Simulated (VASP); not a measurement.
Runs of VASP 6.6.1 on WC. The structure is that of space group P-6m2 (No. 187), or close to it. The cells are those of the table. 

| task | cell | cutoff (eV) | gap on the mesh (eV) | pressure (GPa) |
| --- | --- | --- | --- | --- |
| single point | a = 2.912, b = 2.912, c = 2.836 Å, angles 90.0, 90.0, 120.0°, 2 atoms | 520 | none | 1.9 |
| relaxation of shape and atoms at fixed volume | relaxed from a = 2.850, b = 2.850, c = 2.783 Å, angles 90.0, 90.0, 120.0°, 2 atoms | 600 | none | 30.6 |
| single point | a = 2.880, b = 2.880, c = 2.812 Å, angles 90.0, 90.0, 120.0°, 2 atoms | 520 | none | 15.2 |
| single point | a = 2.974, b = 2.974, c = 2.882 Å, angles 90.0, 90.0, 120.0°, 2 atoms | 520 | none | (a) |
| single point | a = 2.943, b = 2.943, c = 2.859 Å, angles 90.0, 90.0, 120.0°, 2 atoms | 520 | none | (b) |
| single point | a = 2.848, b = 2.848, c = 2.788 Å, angles 90.0, 90.0, 120.0°, 2 atoms | 520 | none | 30.7 |

Alike in all rows: level r2SCAN; potentials or basis VASP PAW PBE potentials, release 64 (W_sv, C); no spin polarisation; k mesh 18 × 18 × 14; smearing gaussian 0.1 eV.

Question: Fill in the values left out.

Answer: (a) -19.1; (b) -9.5.

Caveats: the PAW data sets were made with another functional, which shifts forces and pressure a little; spin-orbit coupling is left out, which moves the levels of the heavy elements.

A k mesh can miss the band edges, and the runs leave out spin-orbit coupling on W.

A gap of «none» marks levels without a gap at the run's occupations.
